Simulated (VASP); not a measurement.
Runs of VASP 6.6.1 on AlGa3As2. The structure is that of space group P6/mmm (No. 191), or close to it. The cells are those of the table. 

```csv
task,cell,k mesh,cutoff (eV),gap on the mesh (eV),pressure (GPa),relaxed volume (Å³/atom)
single point,"a = 6.201, b = 6.201, c = 3.348 Å, angles 90.0, 90.0, 120.0°, 6 atoms",3 × 3 × 6,520,none,(a),-
relaxation of cell and atoms,"relaxed from a = 6.680, b = 6.680, c = 3.635 Å, angles 90.0, 90.0, 120.0°, 6 atoms",6 × 6 × 10,600,none,0.0,22.80
relaxation of cell and atoms,"relaxed from a = 6.201, b = 6.201, c = 3.348 Å, angles 90.0, 90.0, 120.0°, 6 atoms",3 × 3 × 6,600,none,0.0,23.43
single point,"a = 6.680, b = 6.680, c = 3.635 Å, angles 90.0, 90.0, 120.0°, 6 atoms",3 × 3 × 6,520,none,0.1,-
single point,"a = 6.376, b = 6.376, c = 3.881 Å, angles 90.0, 90.0, 120.0°, 6 atoms",6 × 6 × 10,520,none,0.1,-
```

Alike in all rows: level PBE; potentials or basis VASP PAW PBE potentials, release 64 (Al, Ga_d, As); no spin polarisation; smearing gaussian 0.1 eV.

Task: Fill in the values left out.

Result: (a) 17.8.

Caveats: some runs use coarse meshes; the volume moved by over 15 % at a fixed basis, so the end points are rough (some runs).

A k mesh can miss the band edges, and the runs leave out spin-orbit coupling on As, Ga.

A gap of «none» marks levels without a gap at the run's occupations.
